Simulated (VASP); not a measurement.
C3N4:

```
CELL_PARAMETERS angstrom
2.39222 1.38115 3.56889
-2.39222 1.38115 3.56889
0.00000 -2.76229 3.56889
ATOMIC_POSITIONS crystal
C 0.49007 0.49007 0.01933
C 0.49007 0.01933 0.49007
C 0.01933 0.49007 0.49007
N 0.65970 0.17011 0.17011
N 0.17011 0.17011 0.65970
N 0.66561 0.66561 0.66561
N 0.17011 0.65970 0.17011
```

| Property | Result |
| --- | --- |
| Program | VASP 6.6.1 |
| Task | relaxation of cell and atoms |
| Functional | PBEsol |
| Potentials or basis | VASP PAW PBE potentials, release 64 (C, N) |
| Cutoff | 600 eV |
| k mesh | 6 × 6 × 6 |
| Occupations | gaussian, width 0.02 eV |
| Spin | no spin polarisation |

At the start: pressure -3.3 GPa; volume 10.11 Å³/atom.

Question: Where does the relaxation end?

Answer: Over 40 steps the energy falls by 4.0 meV/atom and the volume is 9.16 Å³/atom (-9.4 %); space group R3m (No. 160, to 0.05 Å).

The path:
```tsv
step	energy change (eV)	largest force (eV/Å)	pressure (GPa)	volume (Å³)
1	0.0000	0.0862	-3.32	70.75
2	0.0443	0.9826	7.56	68.62
3	-0.0090	0.2089	-0.33	70.12
4	-0.0094	0.3101	-0.19	69.64
5	-0.0114	0.0862	-0.27	69.87
6	-0.0117	0.0992	-0.06	69.66
7	-0.0119	0.0362	-0.14	69.74
8	-0.0125	0.0370	-0.16	69.59
9	-0.0144	0.0400	-0.20	69.13
10	-0.0178	0.0648	-0.28	68.22
11	-0.0228	0.1527	-0.42	66.39
12	-0.0187	0.3204	-0.55	62.73
13	-0.0241	0.1917	-0.46	65.42
14	-0.0247	0.1874	-0.23	65.25
15	-0.0252	0.1807	0.15	64.98
16	-0.0248	0.1903	0.94	64.45
17	-0.0253	0.1768	0.38	64.83
18	-0.0259	0.1554	0.32	64.66
19	-0.0271	0.0948	0.15	64.18
20	-0.0264	0.0440	-0.19	63.22
21	-0.0273	0.0563	0.04	63.86
22	-0.0275	0.0510	-0.13	63.92
23	-0.0275	0.0511	-0.12	63.92
24	-0.0276	0.0394	0.00	63.91
25	-0.0276	0.0261	0.16	63.91
26	-0.0277	0.0165	0.08	63.95
27	-0.0277	0.0283	-0.02	63.98
28	-0.0277	0.0095	0.01	64.01
29	-0.0277	0.0100	0.02	64.01
30	-0.0277	0.0115	0.04	64.02
31	-0.0277	0.0093	0.00	64.03
32	-0.0277	0.0089	0.02	64.03
33	-0.0277	0.0135	0.00	64.04
34	-0.0277	0.0117	0.00	64.04
35	-0.0277	0.0071	0.02	64.06
36	-0.0277	0.0116	0.05	64.09
37	-0.0277	0.0077	0.01	64.11
38	-0.0277	0.0085	0.00	64.11
39	-0.0277	0.0070	0.01	64.12
40	-0.0277	0.0041	0.01	64.12
```

Final structure:
```yaml
crystal:
  lattice:
    - [2.37852, 1.37324, 3.27170]
    - [-2.37852, 1.37324, 3.27170]
    - [0.00000, -2.74648, 3.27170]
  atoms:
    - { symbol: C, position: [0.49046, 0.49046, 0.01856] }
    - { symbol: C, position: [0.49046, 0.01856, 0.49046] }
    - { symbol: C, position: [0.01856, 0.49046, 0.49046] }
    - { symbol: N, position: [0.66068, 0.16960, 0.16960] }
    - { symbol: N, position: [0.16960, 0.16960, 0.66068] }
    - { symbol: N, position: [0.66562, 0.66562, 0.66562] }
    - { symbol: N, position: [0.16960, 0.66068, 0.16960] }
```

Caveat: the PAW data sets were made with another functional, which shifts forces and pressure a little.
